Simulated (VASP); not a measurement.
# Gd (Pm-3m) in VASP: single point with r2SCAN

Aim: the single point of Gd with r2SCAN.

Program: VASP 6.6.1. These are calculated values, not measurements. Logs are shortened: lines on timing, memory, paths and dates and some standing lists are left out, and cuts for length are marked.

### 1 The cell of the first run

The structure is cubic, space group Pm-3m (No. 221). Conventional cell: a = 3.255 Å, b = 3.255 Å, c = 3.255 Å, α = 90.00°, β = 90.00°, γ = 90.00°. Within 4.3 Å of Gd (site symmetry m-3m) lie 6 Gd at 3.26 Å.

This isn't the form of Gd at room conditions, which is hcp.

### 2 Single point, r2SCAN, collinear spin, ferromagnetic start

The input, POSCAR:

```
Gd
1.0
    3.2552710683      0.0000000000      0.0000000000
    0.0000000000      3.2552710683      0.0000000000
    0.0000000000      0.0000000000      3.2552710683
Gd
1
Direct
    0.0000000000      0.0000000000      0.0000000000
```

The input, INCAR.step1:

```
SYSTEM = Gd
  ALGO = Normal
  EDIFF = 1E-4
  ENCUT = 520
  GGA = PE
  ISMEAR = 1
  ISPIN = 2
  LASPH = .TRUE.
  LCHARG = .FALSE.
  LMAXMIX = 6
  LREAL = .FALSE.
  LWAVE = .TRUE.
  MAGMOM = 7
  NBANDS = 19
  NELM = 150
  PREC = Accurate
  SIGMA = 0.05
```

The input, INCAR.step2:

```
SYSTEM = Gd
  ALGO = Normal
  EDIFF = 1E-7
  ENCUT = 520
  ISIF = 2
  ISMEAR = 1
  ISPIN = 2
  ISTART = 1
  LASPH = .TRUE.
  LCHARG = .FALSE.
  LMAXMIX = 6
  LMIXTAU = .TRUE.
  LORBIT = 11
  LREAL = .FALSE.
  LWAVE = .FALSE.
  MAGMOM = 7
  METAGGA = R2SCAN
  NBANDS = 19
  NELM = 150
  PREC = Accurate
  SIGMA = 0.05
```

The input, KPOINTS:

```
k-points
0
G
  8 8 8
  0 0 0
```

Potentials or basis: VASP PAW PBE potentials, release 64 (Gd).

Launch:

```console
$ cat potpaw_PBE.64/Gd/POTCAR > POTCAR
$ cp INCAR.step1 INCAR
$ mpirun -np 1 vasp_std > vasp.out
$ cp INCAR.step2 INCAR
$ mpirun -np 1 vasp_std > vasp.out
```

OUTCAR:

```text
SYSTEM = Gd
   EDIFF = 1E-7
   ENCUT = 520
   ISIF = 2
   ISMEAR = 1
   ISPIN = 2
   ISTART = 1
   LASPH = .TRUE.
   LORBIT = 11
   LREAL = .FALSE.
   METAGGA = R2SCAN
   NELM = 150
   PREC = Accurate

 ion  position               nearest neighbor table
   1  0.000  0.000  0.000-

  LATTYP: Found a simple cubic cell.
 ALAT       =     3.2552710683

  Lattice vectors:

 A1 = (   3.2552710683,   0.0000000000,   0.0000000000)
 A2 = (   0.0000000000,   3.2552710683,   0.0000000000)
 A3 = (   0.0000000000,   0.0000000000,   3.2552710683)

Analysis of symmetry for initial positions (statically):
=====================================================================
 Subroutine PRICEL returns:
 Original cell was already a primitive cell.

 Routine SETGRP: Setting up the symmetry group for a
 simple cubic supercell.

 Subroutine GETGRP returns: Found 48 space group operations
 (whereof 48 operations were pure point group operations)
 out of a pool of 48 trial point group operations.

The static configuration has the point symmetry O_h .

Analysis of symmetry for dynamics (positions and initial velocities):
=====================================================================
 Subroutine PRICEL returns:
 Original cell was already a primitive cell.

 Routine SETGRP: Setting up the symmetry group for a
 simple cubic supercell.

 Subroutine GETGRP returns: Found 48 space group operations
 (whereof 48 operations were pure point group operations)
 out of a pool of 48 trial point group operations.

The dynamic configuration has the point symmetry O_h .

Analysis of structural, dynamic, and magnetic symmetry:
=====================================================================
 Subroutine PRICEL returns:
 Original cell was already a primitive cell.

 Routine SETGRP: Setting up the symmetry group for a
 simple cubic supercell.

 Subroutine GETGRP returns: Found 48 space group operations
 (whereof 48 operations were pure point group operations)
 out of a pool of 48 trial point group operations.

The overall configuration has the point symmetry O_h .

 Subroutine INISYM returns: Found 48 space group operations
 (whereof 48 operations are pure point group operations),
 and found     1 'primitive' translations

----------------------------------------------------------------------------------------

[... 101 lines left out ...]
   NELECT =      18.0000    total number of electrons
   NUPDOWN=      -1.0000    fix difference up-down
   EMIN   =  10.00;   EMAX   =-10.00  energy-range for DOS
   EFERMI =   0.00;   METHOD = LEGACY
   ISMEAR =     1;   SIGMA  =   0.05  broadening in eV -4-tet -1-fermi 0-gaus
   EFERMI_NEDOS =   21; number of points for ismear=-14 and -15
   IALGO  =     38    algorithm
   IMIX   =      4    mixing-type and parameters
     AMIX     =   0.40;   BMIX     =  1.00
     AMIX_MAG =   1.60;   BMIX_MAG =  1.00
  volume/ion in A,a.u.               =      34.50       232.79
  Fermi-wavevector in a.u.,A,eV,Ry     =   1.317989  2.490638 23.634618  1.737095
  Thomas-Fermi vector in A             =   2.447991
   LORBIT       =     11    0 simple, 1 ext, 2 COOP (PROOUT), +10 PAW based schemes
   METAGGA = R2SCAN    functional components
   LHFCALC =     F    Hartree Fock is set to
   AEXX    =    0.0000 exact exchange contribution
   IVDW    =     0    specifies the selected vdW correction
   LEPSILON=     F    determine dielectric tensor
   LRPA    =     F    only Hartree local field effects (RPA)
 spin polarized calculation
 Methfessel and Paxton  Order N= 1 SIGMA  =   0.05
  energy-cutoff  :      520.00
  volume of cell :       34.50
 maximum number of plane-waves:       952
   NGX = 13   NGY = 13   NGZ = 13

 number of electron      17.9999992 magnetization       8.0976518

 Free energy of the ion-electron system (eV)
  ---------------------------------------------------
  ext. energy  EPLUGINS =         0.00000000
  ---------------------------------------------------
  free energy    TOTEN  =       -40.52096992 eV

  energy without entropy =      -40.52094810  energy(sigma->0) =      -40.52096264

 E-fermi :   2.4783     XC(G=0): -10.3397

 val. band max:        2.4536842107   @ k =   0.2500   0.1250   0.1250
 cond. band min:       2.5411928344   @ k =   0.5000   0.5000   0.1250
 fundamental gap:      0.0875086237
 Fermi energy:         2.4783482521

 spin component 1

 k-point     1 :       0.0000    0.0000    0.0000
  band No.  band energies     occupation
      1     -44.7015      1.00000
      2     -20.9574      1.00000
      3     -20.9574      1.00000
      4     -20.9574      1.00000
      5      -3.1625      1.00000
      6      -3.1625      1.00000
[... 517 lines left out ...]
     18      10.6196      0.00000
     19      13.7087      0.00000

 [... further k-points ...]

 spin component 2

 k-point     1 :       0.0000    0.0000    0.0000
  band No.  band energies     occupation
      1     -40.6764      1.00000
      2     -17.9705      1.00000
      3     -17.9705      1.00000
      4     -17.9705      1.00000
      5      -1.2148      1.00000
      6       3.5165      0.00000
[... 517 lines left out ...]
     18      12.9271      0.00000
     19      14.1902      0.00000

 [... further k-points ...]

------------------------ aborting loop because EDIFF is reached ----------------------------------------

  FORCE on cell =-STRESS in cart. coord.  units (eV):
  Direction    XX          YY          ZZ          XY          YZ          ZX
  --------------------------------------------------------------------------------------
  -------------------------------------------------------------------------------------
  Total       -0.0094897     -0.0094897     -0.0094897      0.0000000     -0.0000000      0.0000000
  in kB       -0.4407601     -0.4407601     -0.4407601      0.0000000     -0.0000000      0.0000000
  external PRESSURE =      -0.4407601 kB  Pullay stress =       0.0000000 kB

 VOLUME and BASIS-vectors are now :
 -----------------------------------------------------------------------------
  energy-cutoff  :      520.00
  volume of cell :       34.50
      direct lattice vectors                 reciprocal lattice vectors
     3.255271068  0.000000000  0.000000000     0.307194080  0.000000000  0.000000000
     0.000000000  3.255271068  0.000000000     0.000000000  0.307194080  0.000000000
     0.000000000  0.000000000  3.255271068     0.000000000  0.000000000  0.307194080

 POSITION                                       TOTAL-FORCE (eV/Angst)
 -----------------------------------------------------------------------------------
      0.00000      0.00000      0.00000         0.000000      0.000000      0.000000
 -----------------------------------------------------------------------------------
    total drift:                                0.000000     -0.000000     -0.000000

  FREE ENERGIE OF THE ION-ELECTRON SYSTEM (eV)
  ---------------------------------------------------
  free  energy   TOTEN  =       -40.5209699153 eV

  energy  without entropy=      -40.5209480954  energy(sigma->0) =      -40.52096264

 total charge

# of ion       s       p       d       f       tot
--------------------------------------------------
    1        2.076   5.575   0.710   6.926  15.286

 magnetization (x)

# of ion       s       p       d       f       tot
--------------------------------------------------
    1        0.032  -0.123   0.450   6.889   7.248
```

Run time: 4.7 min. Hardware: 1 thread of AMD EPYC 7R43 (Zen 3), shared host; peak memory 0.14 GiB.

What came out:

* Free energy: -40.5210 eV
* Pressure: 0.0 GPa
* Net moment: 8.10 μB per cell
* Site moments: Gd +7.25 μB
* Valence electrons inside the program's atomic spheres: Gd 15.29

Caveat: the PAW data sets were made with another functional, which shifts forces and pressure a little; spin-orbit coupling is left out, which moves the levels of the heavy elements; semilocal functionals describe open f shells poorly, which spoils levels, moments and volumes.
